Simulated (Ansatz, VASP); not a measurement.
**FeSi in VASP and in Ansatz**

INCAR

```
SYSTEM = FeSi
PREC = Accurate
ENCUT = 520
EDIFF = 1E-6
ISMEAR = -1
SIGMA = 0.05
LREAL = .False.
LASPH = .True.
NELM = 150
ALGO = Normal
ISIF = 2
LWAVE = .False.
LCHARG = .True.
ISPIN = 2
MAGMOM = 3.5 3.5 3.5 3.5 0 0 0 0
LORBIT = 11
LMAXMIX = 4
GGA = PE
LELF = .True.
LVHAR = .True.
NBANDS = 38
```

KPOINTS

```
Automatic mesh
0
Gamma
  6 6 6
  0 0 0
```

Contents of POSCAR:

```
FeSi
1.0
    4.5507000000      0.0000000000      0.0000000000
    0.0000000000      4.5507000000      0.0000000000
    0.0000000000      0.0000000000      4.5507000000
Fe Si
4 4
Direct
    0.1365200000      0.1365200000      0.1365200000
    0.3634800000      0.8634800000      0.6365200000
    0.6365200000      0.3634800000      0.8634800000
    0.8634800000      0.6365200000      0.3634800000
    0.8424000000      0.8424000000      0.8424000000
    0.6576000000      0.1576000000      0.3424000000
    0.3424000000      0.6576000000      0.1576000000
    0.1576000000      0.3424000000      0.6576000000
```

Input for Ansatz:

```yaml
crystal:
  lattice:
    - [4.5507, 0.0, 0.0]
    - [0.0, 4.5507, 0.0]
    - [0.0, 0.0, 4.5507]
  atoms:
    - { symbol: Fe, position: [0.13652, 0.13652, 0.13652], spin: 3.5 }
    - { symbol: Fe, position: [0.36348, 0.86348, 0.63652], spin: 3.5 }
    - { symbol: Fe, position: [0.63652, 0.36348, 0.86348], spin: 3.5 }
    - { symbol: Fe, position: [0.86348, 0.63652, 0.36348], spin: 3.5 }
    - { symbol: Si, position: [0.8424, 0.8424, 0.8424] }
    - { symbol: Si, position: [0.6576, 0.1576, 0.3424] }
    - { symbol: Si, position: [0.3424, 0.6576, 0.1576] }
    - { symbol: Si, position: [0.1576, 0.3424, 0.6576] }
basis:
  ecutwfc: 420.0
kpoints:
  mp_grid:
    grid: [6, 6, 6]
    shift: [0.0, 0.0, 0.0]
hamiltonian:
  pseudopotentials:
    kind: paw
magnetization:
  spin_polarized: true
scf:
  convergence:
    dr2_threshold: 1.0e-07
  occupations:
    method: fermi_dirac
    width: 0.05
output:
  eigenvalues: true
```

Alike in both runs: task single point; functional PBE; k mesh 6 × 6 × 6; occupations fermi-dirac, width 0.05 eV; collinear spin.

|  | VASP | Ansatz |
| --- | --- | --- |
| version | VASP 6.6.1 | Ansatz 0.2.0 |
| potentials or method | VASP PAW PBE potentials, release 64 (Fe, Si), cutoff 520 eV | plane waves, PAW |
| valence electrons in the cell | 48 | 80 |

VASP gave:

| Item | Value |
| --- | --- |
| gap on the k mesh at the Fermi level (eV) | none |
| net moment per atom (μB) | 0.47 |
| size of the moment on the site where the two differ most (μB) | 1.03 |

Task: Which values does Ansatz return?

Result: gap on the k mesh at the Fermi level (eV): none; net moment per atom (μB): 0.47; size of the moment on the site where the two differ most (μB): 1.02.

Site moments also hang on the region over which each program counts them. A gap of «none» marks a metal or a gap that the smearing closes. The functional is the same, so the differences come from potentials, cutoffs and numerics. VASP's potentials hold 48 valence electrons a cell and Ansatz's 80, so a difference there can come from the potentials and not from the codes.
